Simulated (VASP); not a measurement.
Runs of VASP 6.6.1 on InP3. It takes space group R-3m (No. 166, trigonal). Conventional cell: a = 7.449 Å, b = 7.449 Å, c = 9.885 Å, α = 90.00°, β = 90.00°, γ = 120.00°. In (site symmetry 3m) has 6 P at 2.64 to 2.90 Å within 3.5 Å. P (site symmetry m) has 2 P at 2.20 Å and 2 In at 2.64 to 2.90 Å within 2.9 Å. 

```tsv
k mesh	smearing	gap on the mesh (eV)	pressure (GPa)	largest force (eV/Å)
3 × 3 × 3	gaussian 0.01 eV	0.02	-0.6	0.25
6 × 6 × 6	gaussian 0.1 eV	none	-0.2	0.16
3 × 3 × 3	gaussian 0.05 eV	-	-0.3	0.26
6 × 6 × 6	gaussian 0.2 eV	none	-0.2	0.14
3 × 3 × 3	gaussian 0.1 eV	-	-0.3	0.28
1 × 1 × 1	gaussian 0.1 eV	-	(a)	2.67
3 × 3 × 3	gaussian 0.2 eV	-	-0.2	0.31
3 × 3 × 3	gaussian 0.4 eV	-	-0.2	0.32
```

Alike in all rows: task single point; level PBEsol; potentials or basis VASP PAW PBE potentials, release 64 (In_d, P); no spin polarisation; cell as given; cutoff (eV) 520.

Task: Estimate the missing entries.

Result: (a) -3.1.

Caveats: some runs use coarse meshes; the PAW data sets were made with another functional, which shifts forces and pressure a little; spin-orbit coupling is left out, which moves the levels of the heavy elements; semilocal functionals underestimate gaps, so a narrow gap can read as zero (at least some runs); an odd mesh through Γ misses points on the zone boundary, where band edges can lie (at least some runs); so wide a smearing shifts energies and pressures (at least some runs).

A k mesh can miss the band edges, and the runs leave out spin-orbit coupling on In.

A gap of «none» marks levels without a gap at the run's occupations.
